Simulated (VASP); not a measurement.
# GaP (F-43m) in VASP: settings compared, part 2 of 2

VASP 6.6.1. Earlier steps stand in the parts before.

**3. Single point, revPBE**

This run uses another cell than the first one, of 19.43 Å³/atom, 1.021 times its volume.

Contents of INCAR:

```
SYSTEM = GaP
PREC     = Accurate       ! precision mode
ENCUT    = 520            ! plane-wave cutoff, eV
EDIFF    = 1E-7           ! SCF threshold, eV
ISMEAR   = -1             ! smearing method
SIGMA    = 0.05           ! smearing width, eV
LREAL    = .False.        ! projectors in reciprocal space
LASPH    = .True.         ! aspherical terms in the spheres
NELM     = 60             ! most SCF steps
ALGO     = Normal         ! electronic algorithm
ISIF     = 2              ! what is computed and relaxed
LWAVE    = .False.        ! write WAVECAR
LCHARG   = .False.        ! write CHGCAR
GGA      = RE             ! functional
NBANDS   = 16             ! bands
```

Contents of KPOINTS:

```
Automatic mesh
0
Gamma
  8 8 8
  0 0 0
```

Contents of POSCAR:

```
GaP
1.0
    0.0000000000      2.6884177822      2.6884177822
    2.6884177822      0.0000000000      2.6884177822
    2.6884177822      2.6884177822      0.0000000000
Ga P
1 1
Direct
    0.0000000000      0.0000000000      0.0000000000
    0.7500000000      0.7500000000      0.7500000000
```

Potentials or basis: VASP PAW PBE potentials, release 64 (Ga_d, P).

Command:

```console
cat potpaw_PBE.64/Ga_d/POTCAR potpaw_PBE.64/P/POTCAR > POTCAR
mpirun -np 1 vasp_std > vasp.out
```

OUTCAR:

```text
SYSTEM = GaP
   PREC = Accurate
   ENCUT = 520
   EDIFF = 1E-7
   ISMEAR = -1
   LREAL = .False.
   LASPH = .True.
   NELM = 60
   ISIF = 2
   GGA = RE

 ion  position               nearest neighbor table
   1  0.000  0.000  0.000-   2 2.33   2 2.33   2 2.33   2 2.33
   2  0.750  0.750  0.750-   1 2.33   1 2.33   1 2.33   1 2.33

  LATTYP: Found a face centered cubic cell.
 ALAT       =     5.3768355644

  Lattice vectors:

 A1 = (   0.0000000000,   2.6884177822,   2.6884177822)
 A2 = (   2.6884177822,   0.0000000000,   2.6884177822)
 A3 = (   2.6884177822,   2.6884177822,   0.0000000000)

Analysis of symmetry for initial positions (statically):
[... 5 lines left out ...]
 face centered cubic supercell.

 Subroutine GETGRP returns: Found 24 space group operations
 (whereof 24 operations were pure point group operations)
 out of a pool of 48 trial point group operations.

The static configuration has the point symmetry T_d .

Analysis of symmetry for dynamics (positions and initial velocities):
[... 5 lines left out ...]
 face centered cubic supercell.

 Subroutine GETGRP returns: Found 24 space group operations
 (whereof 24 operations were pure point group operations)
[... 143 lines left out ...]
  ext. energy  EPLUGINS =         0.00000000
  ---------------------------------------------------
  free energy    TOTEN  =        -8.46997593 eV

  energy without entropy =       -8.46997593  energy(sigma->0) =       -8.46997593

 E-fermi :   5.9340     XC(G=0):  -9.9017

 val. band max:        5.1459217758   @ k =   0.0000   0.0000   0.0000
 cond. band min:       6.7780489088   @ k =   0.3750   0.3750   0.0000
 fundamental gap:      1.6321271330
 Fermi energy:         5.9340183680

 k-point     1 :       0.0000    0.0000    0.0000
  band No.  band energies     occupation
      1      -9.4725      2.00000
      2      -9.4725      2.00000
      3      -9.4725      2.00000
      4      -9.3597      2.00000
      5      -9.3597      2.00000
      6      -7.6394      2.00000
[... 433 lines left out ...]
      3      -9.4236      2.00000
      4      -9.3657      2.00000
      5      -9.3513      2.00000
      6      -5.0144      2.00000
[... 8 lines left out ...]
     15      17.3353      0.00000
     16      17.9334      0.00000

 [... further k-points ...]
[... 5 lines left out ...]
  --------------------------------------------------------------------------------------
  -------------------------------------------------------------------------------------
  Total        1.9247361      1.9247361      1.9247361      0.0000000      0.0000000     -0.0000000
  in kB       79.3526618     79.3526618     79.3526618      0.0000000      0.0000000     -0.0000000
  external PRESSURE =      79.3526618 kB  Pullay stress =       0.0000000 kB

 VOLUME and BASIS-vectors are now :
 -----------------------------------------------------------------------------
  energy-cutoff  :      520.00
  volume of cell :       38.86
      direct lattice vectors                 reciprocal lattice vectors
     0.000000000  2.688417782  2.688417782    -0.185982998  0.185982998  0.185982998
     2.688417782  0.000000000  2.688417782     0.185982998 -0.185982998  0.185982998
     2.688417782  2.688417782  0.000000000     0.185982998  0.185982998 -0.185982998

 POSITION                                       TOTAL-FORCE (eV/Angst)
 -----------------------------------------------------------------------------------
      0.00000      0.00000      0.00000        -0.000000     -0.000000      0.000000
      4.03263      4.03263      4.03263         0.000000      0.000000     -0.000000
 -----------------------------------------------------------------------------------
    total drift:                               -0.000001     -0.000001     -0.000001

  FREE ENERGIE OF THE ION-ELECTRON SYSTEM (eV)
  ---------------------------------------------------
  free  energy   TOTEN  =        -8.4699759321 eV

  energy  without entropy=       -8.4699759291  energy(sigma->0) =       -8.46997593
```

OSZICAR:

```text
N       E                     dE             d eps       ncg     rms          rms(c)
DAV:   1     0.806545895825E+02    0.80655E+02   -0.89894E+03   960   0.161E+03
DAV:   2    -0.244318653534E+01   -0.83098E+02   -0.79311E+02  1032   0.317E+02
DAV:   3    -0.862985282128E+01   -0.61867E+01   -0.61652E+01  1160   0.658E+01
DAV:   4    -0.872645078047E+01   -0.96598E-01   -0.96573E-01  1152   0.883E+00
DAV:   5    -0.872830743458E+01   -0.18567E-02   -0.18565E-02  1168   0.108E+00    0.493E+00
DAV:   6    -0.849182069815E+01    0.23649E+00   -0.35988E-01  1448   0.108E+01    0.333E+00
DAV:   7    -0.846645265346E+01    0.25368E-01   -0.10899E-01  1208   0.231E+00    0.123E+00
DAV:   8    -0.846888392572E+01   -0.24313E-02   -0.14917E-02  1072   0.148E+00    0.255E-01
DAV:   9    -0.846971410960E+01   -0.83018E-03   -0.16409E-03  1152   0.476E-01    0.924E-02
DAV:  10    -0.846983661093E+01   -0.12250E-03   -0.13832E-04  1208   0.142E-01    0.458E-02
DAV:  11    -0.846997508906E+01   -0.13848E-03   -0.23990E-04  1064   0.105E-01    0.580E-03
DAV:  12    -0.846997505958E+01    0.29479E-07   -0.41518E-06  1144   0.240E-02    0.348E-03
DAV:  13    -0.846997589085E+01   -0.83128E-06   -0.18641E-06  1176   0.100E-02    0.335E-03
DAV:  14    -0.846997593210E+01   -0.41250E-07   -0.38607E-08   936   0.155E-03
   1 F= -.84699759E+01 E0= -.84699759E+01  d E =-.300461E-08
```

stdout:

```text
POSCAR found type information on POSCAR GaP
 POSCAR found :  2 types and       2 ions
 scaLAPACK will be used
 -----------------------------------------------------------------------------
|                                                                             |
|                                                                             |
|     You enforced a specific xc type in the INCAR file but a different       |
|     I HOPE YOU KNOW WHAT YOU ARE DOING!                                     |
|                                                                             |
 -----------------------------------------------------------------------------

 LDA part: xc-table for (Slater+PW92), standard interpolation
 POSCAR, INCAR and KPOINTS ok, starting setup
 FFT: planning ... GRIDC
 FFT: planning ... GRID_SOFT
 FFT: planning ... GRID
 WAVECAR not read
 entering main loop
```

It took 27 s on 1 thread of Intel Xeon 8259CL, shared host; peak memory 0.16 GiB.

Results:

- Free energy: -8.4700 eV
- Pressure: 7.9 GPa
- Band gap on the k mesh: 1.63 eV, indirect (least direct gap 2.27 eV)

Caveat: the PAW data sets were made with another functional, which shifts forces and pressure a little.

**4. Single point, BLYP+D3(BJ)**

Contents of INCAR:

```
SYSTEM = GaP
AGGAC = 1.0
AGGAX = 1.0
ALDAC = 0.0
ALDAX = 1.0
ALGO = Normal
EDIFF = 1E-7
ENCUT = 520
GGA = B5
ISIF = 2
ISMEAR = -1
IVDW = 12
LASPH = .TRUE.
LCHARG = .FALSE.
LREAL = .FALSE.
LWAVE = .FALSE.
NBANDS = 16
NELM = 100
PREC = Accurate
SIGMA = 0.05
VDW_A1 = 0.4298
VDW_A2 = 4.2359
VDW_S6 = 1.0
VDW_S8 = 2.6996
```

Contents of KPOINTS:

```
k-points
0
G
  8 8 8
  0 0 0
```

Contents of POSCAR:

```
GaP
1.0
    0.0000000000      2.6696170428      2.6696170428
    2.6696170428      0.0000000000      2.6696170428
    2.6696170428      2.6696170428      0.0000000000
Ga P
1 1
Direct
    0.0000000000      0.0000000000      0.0000000000
    0.7500000000      0.7500000000      0.7500000000
```

Potentials or basis: VASP PAW PBE potentials, release 64 (Ga_d, P).

Command:

```console
cat potpaw_PBE.64/Ga_d/POTCAR potpaw_PBE.64/P/POTCAR > POTCAR
mpirun -np 1 vasp_std > vasp.out
```

OUTCAR:

```text
SYSTEM = GaP
   EDIFF = 1E-7
   ENCUT = 520
   GGA = B5
   ISIF = 2
   ISMEAR = -1
   IVDW = 12
   LASPH = .TRUE.
   LREAL = .FALSE.
   NELM = 100
   PREC = Accurate
 IVDW          = 12

 ion  position               nearest neighbor table
   1  0.000  0.000  0.000-   2 2.31   2 2.31   2 2.31   2 2.31
   2  0.750  0.750  0.750-   1 2.31   1 2.31   1 2.31   1 2.31

  LATTYP: Found a face centered cubic cell.
 ALAT       =     5.3392340856

  Lattice vectors:

 A1 = (   0.0000000000,   2.6696170428,   2.6696170428)
 A2 = (   2.6696170428,   0.0000000000,   2.6696170428)
 A3 = (   2.6696170428,   2.6696170428,   0.0000000000)

Analysis of symmetry for initial positions (statically):
[... 5 lines left out ...]
 face centered cubic supercell.

 Subroutine GETGRP returns: Found 24 space group operations
 (whereof 24 operations were pure point group operations)
 out of a pool of 48 trial point group operations.

The static configuration has the point symmetry T_d .

Analysis of symmetry for dynamics (positions and initial velocities):
[... 5 lines left out ...]
 face centered cubic supercell.

 Subroutine GETGRP returns: Found 24 space group operations
 (whereof 24 operations were pure point group operations)
 out of a pool of 48 trial point group operations.

The dynamic configuration has the point symmetry T_d .

 Subroutine INISYM returns: Found 24 space group operations
 (whereof 24 operations are pure point group operations),
 and found     1 'primitive' translations

----------------------------------------------------------------------------------------

                                     Primitive cell

  volume of cell :      38.0519

  direct lattice vectors                    reciprocal lattice vectors
     0.000000000  2.669617043  2.669617043    -0.187292781  0.187292781  0.187292781
     2.669617043  0.000000000  2.669617043     0.187292781 -0.187292781  0.187292781
     2.669617043  2.669617043  0.000000000     0.187292781  0.187292781 -0.187292781

[... 98 lines left out ...]
   ISMEAR =    -1;   SIGMA  =   0.05  broadening in eV -4-tet -1-fermi 0-gaus
   EFERMI_NEDOS =   21; number of points for ismear=-14 and -15
   IALGO  =     38    algorithm
   IMIX   =      4    mixing-type and parameters
     AMIX     =   0.40;   BMIX     =  1.00
     AMIX_MAG =   1.60;   BMIX_MAG =  1.00
  volume/ion in A,a.u.               =      19.03       128.39
  Fermi-wavevector in a.u.,A,eV,Ry     =   1.275577  2.410491 22.137997  1.627097
  Thomas-Fermi vector in A             =   2.408281
   LORBIT       =      0    0 simple, 1 ext, 2 COOP (PROOUT), +10 PAW based schemes
   GGA     = B5    functional components
   LHFCALC =     F    Hartree Fock is set to
   AEXX    =    0.0000 exact exchange contribution
   IVDW    =    12    specifies the selected vdW correction
   LEPSILON=     F    determine dielectric tensor
   LRPA    =     F    only Hartree local field effects (RPA)
 non-spin polarized calculation
  energy-cutoff  :      520.00
  volume of cell :       38.05
 maximum number of plane-waves:      1036
   NGX = 13   NGY = 13   NGZ = 13

 number of electron      17.9999984 magnetization

 Free energy of the ion-electron system (eV)
  ---------------------------------------------------
  ext. energy  EPLUGINS =         0.00000000
  ---------------------------------------------------
  free energy    TOTEN  =        -7.60136142 eV

  energy without entropy =       -7.60136142  energy(sigma->0) =       -7.60136142

 E-fermi :   6.5437     XC(G=0):  -9.5320

 val. band max:        5.7264288336   @ k =   0.0000   0.0000   0.0000
 cond. band min:       7.4096196544   @ k =   0.3750   0.3750   0.0000
 fundamental gap:      1.6831908207
 Fermi energy:         6.5436670983

 k-point     1 :       0.0000    0.0000    0.0000
  band No.  band energies     occupation
      1      -9.0144      2.00000
      2      -9.0144      2.00000
      3      -9.0144      2.00000
      4      -8.8946      2.00000
      5      -8.8946      2.00000
      6      -7.2181      2.00000
[... 433 lines left out ...]
      3      -8.9625      2.00000
      4      -8.9011      2.00000
      5      -8.8858      2.00000
      6      -4.5333      2.00000
[... 8 lines left out ...]
     15      18.1164      0.00000
     16      18.7033      0.00000

 [... further k-points ...]

------------------------ aborting loop because EDIFF is reached ----------------------------------------

 Edisp (eV)   -1.51922

 E8    (eV) :    -1.1025

  FORCE on cell =-STRESS in cart. coord.  units (eV):
  Direction    XX          YY          ZZ          XY          YZ          ZX
  --------------------------------------------------------------------------------------
  -------------------------------------------------------------------------------------
  Total       1.41951     1.41951     1.41951     0.00000     0.00000     0.00000
  in kB      59.76839    59.76839    59.76839     0.00000     0.00000     0.00000
  external pressure =       59.77 kB  Pullay stress =        0.00 kB

 VOLUME and BASIS-vectors are now :
 -----------------------------------------------------------------------------
  energy-cutoff  :      520.00
  volume of cell :       38.05
      direct lattice vectors                 reciprocal lattice vectors
     0.000000000  2.669617043  2.669617043    -0.187292781  0.187292781  0.187292781
     2.669617043  0.000000000  2.669617043     0.187292781 -0.187292781  0.187292781
     2.669617043  2.669617043  0.000000000     0.187292781  0.187292781 -0.187292781

 POSITION                                       TOTAL-FORCE (eV/Angst)
 -----------------------------------------------------------------------------------
      0.00000      0.00000      0.00000         0.000000      0.000000      0.000000
      4.00443      4.00443      4.00443        -0.000000     -0.000000     -0.000000
 -----------------------------------------------------------------------------------
    total drift:                               -0.000001     -0.000001     -0.000001

  FREE ENERGIE OF THE ION-ELECTRON SYSTEM (eV)
  ---------------------------------------------------
  free  energy   TOTEN  =        -9.1205841783 eV

  energy  without entropy=       -9.1205841766  energy(sigma->0) =       -9.12058418
```

OSZICAR:

```text
N       E                     dE             d eps       ncg     rms          rms(c)
DAV:   1     0.900782491158E+02    0.90078E+02   -0.90352E+03   952   0.166E+03
DAV:   2    -0.112598282558E+01   -0.91204E+02   -0.86554E+02  1032   0.332E+02
DAV:   3    -0.785713734606E+01   -0.67312E+01   -0.67015E+01  1176   0.687E+01
DAV:   4    -0.796429757123E+01   -0.10716E+00   -0.10714E+00  1152   0.941E+00
DAV:   5    -0.796644337135E+01   -0.21458E-02   -0.21457E-02  1216   0.120E+00    0.391E+00
DAV:   6    -0.763512904002E+01    0.33131E+00   -0.53160E-01  1448   0.124E+01    0.257E+00
DAV:   7    -0.760141883828E+01    0.33710E-01   -0.13404E-01  1200   0.230E+00    0.122E+00
DAV:   8    -0.760124839899E+01    0.17044E-03   -0.15510E-02  1144   0.159E+00    0.216E-01
DAV:   9    -0.760130176979E+01   -0.53371E-04   -0.15905E-03  1136   0.650E-01    0.483E-02
DAV:  10    -0.760133508360E+01   -0.33314E-04   -0.11324E-04  1400   0.105E-01    0.250E-02
DAV:  11    -0.760136132508E+01   -0.26241E-04   -0.23693E-05  1024   0.461E-02    0.376E-03
DAV:  12    -0.760136141716E+01   -0.92081E-07   -0.87403E-07  1384   0.154E-02
   1 F= -.91205842E+01 E0= -.91205842E+01  d E =-.175445E-08
```

Wall time 37 s (1 thread of Intel Xeon 8259CL, shared host); peak memory 0.17 GiB.

What came out:

| Item | Value |
| --- | --- |
| Free energy | -9.1206 eV |
| Pressure | 6.0 GPa |
| Band gap on the k mesh | 1.68 eV, indirect (least direct gap 2.26 eV) |
| Dispersion energy per atom | -0.760 eV |

Levels at points of the mesh, in eV from the valence-band top:
```csv
k point,band 7,band 8,band 9,band 10,band 11,band 12
"(0.00, 0.00, 0.00)",0.00,0.00,0.00,2.26,3.93,3.93
"(0.50, 0.00, 0.00)",-6.95,-1.20,-1.20,1.88,4.81,4.81
"(0.50, 0.50, 0.00)",-7.06,-2.87,-2.87,1.70,1.89,11.05
```

Caveat: the PAW data sets were made with another functional, which shifts forces and pressure a little.

**5. The runs side by side**

```tsv
level	cell	gap on the mesh (eV)	pressure (GPa)
revPBE	a = 3.775 Å, angles 60.0°, 2 atoms	1.58	10.2
revPBE	a = 3.802 Å, angles 60.0°, 2 atoms	1.63	7.9
BLYP+D3(BJ)	a = 3.775 Å, angles 60.0°, 2 atoms	1.68	6.0
```

Alike in all rows: task single point; potentials or basis VASP PAW PBE potentials, release 64 (Ga_d, P); no spin polarisation; k mesh 8 × 8 × 8; cutoff (eV) 520; smearing fermi-dirac 0.05 eV.

Caveats: the PAW data sets were made with another functional, which shifts forces and pressure a little.

Absolute energies hang on the potentials; compare differences alone.
